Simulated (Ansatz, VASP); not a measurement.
# Sc5Al11N16 in VASP and in Ansatz

```
Al Sc N
1.0
     6.52182   -0.01299   -0.00387
    -3.27216    5.67679    0.00903
    -0.00599    0.01266   10.24088
Al Sc N
11 5 16
Direct
  0.16660 0.33723 0.50591
  0.16405 0.82704 0.99968
  0.33316 0.66611 0.25513
  0.16274 0.82667 0.50007
  0.32872 0.66805 0.74405
  0.67044 0.33751 0.99604
  0.67230 0.33859 0.50467
  0.83256 0.17108 0.74374
  0.83250 0.66459 0.25052
  0.66708 0.83066 0.50348
  0.83831 0.66261 0.74755
  0.16578 0.34106 0.99204
  0.33510 0.16699 0.24820
  0.33425 0.16063 0.74203
  0.83199 0.16866 0.25390
  0.66461 0.83150 0.99133
  0.17535 0.35262 0.19595
  0.33392 0.16703 0.45965
  0.16019 0.34366 0.69386
  0.33958 0.15529 0.95051
  0.15709 0.81155 0.19008
  0.33430 0.66723 0.44519
  0.15477 0.81124 0.68406
  0.32400 0.68108 0.92837
  0.67842 0.35418 0.18353
  0.83280 0.16569 0.45834
  0.68638 0.34571 0.68853
  0.82057 0.17538 0.93159
  0.65768 0.81619 0.19840
  0.83260 0.66558 0.44111
  0.66795 0.83079 0.69414
  0.84422 0.65779 0.93433
```

Alike in both runs: functional PBE; k mesh 4 × 4 × 3; no spin polarisation.

Ansatz relaxed the structure, and its values are those at the end. VASP's run is a single point on that final structure, the one shown.

```csv
,VASP,Ansatz
version,VASP 6.6.1,Ansatz 0.2.0
potentials or method,"VASP PAW PBE potentials, release 64 (Al, Sc_sv, N)","scalar-relativistic, plane waves, PAW"
plane-wave cutoff (eV),520,420
occupations,"gaussian, width 0.01 eV",fixed
valence electrons in the cell,168,168
```

```tsv
	VASP	Ansatz	Ansatz less VASP
gap on the k mesh at the Fermi level (eV)	3.41	3.41	-0.005
least direct gap on the mesh (eV)	3.41	3.41	-0.005
pressure (GPa)	-0.6	-0.8	-0.15
rms of the force components (eV/Å)	0.026	0.000	-0.0254
```

Ansatz's warnings: stress scf threshold loose.
